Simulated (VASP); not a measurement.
Runs of VASP 6.6.1 on SiC. The structure is that of space group P6_3mc (No. 186), or close to it. The cells are those of the table. 

```csv
cell,gap on the mesh (eV),pressure (GPa),largest force (eV/Å)
"a = 3.321, b = 3.321, c = 5.452 Å, angles 90.0, 90.0, 120.0°, 4 atoms",2.77,-33.2,0.04
"a = 3.198, b = 3.198, c = 5.452 Å, angles 90.0, 90.0, 120.0°, 4 atoms",2.75,-25.7,0.05
"a = 3.198, b = 3.198, c = 4.846 Å, angles 90.0, 90.0, 120.0°, 4 atoms",2.46,-6.5,0.88
"a = 3.321, b = 3.321, c = 5.048 Å, angles 90.0, 90.0, 120.0°, 4 atoms",2.36,-24.7,0.34
"a = 3.321, b = 3.321, c = 5.250 Å, angles 90.0, 90.0, 120.0°, 4 atoms",2.59,-29.8,0.05
"a = 3.075, b = 3.075, c = 5.452 Å, angles 90.0, 90.0, 120.0°, 4 atoms",(a),-13.4,0.09
"a = 3.321, b = 3.321, c = 4.846 Å, angles 90.0, 90.0, 120.0°, 4 atoms",2.11,-17.4,1.02
"a = 3.198, b = 3.198, c = 4.644 Å, angles 90.0, 90.0, 120.0°, 4 atoms",(b),5.2,2.04
```

Alike in all rows: task single point; level r2SCAN; potentials or basis VASP PAW PBE potentials, release 64 (Si, C); no spin polarisation; k mesh 12 × 12 × 6; cutoff (eV) 520; smearing gaussian 0.05 eV.

Task: Fill in the values left out.

Result: (a) 2.49; (b) 2.14.

Caveats: the PAW data sets were made with another functional, which shifts forces and pressure a little; the cell stands under tension (at least some runs); the cell stands under pressure (at least some runs).

A k mesh can miss the band edges.
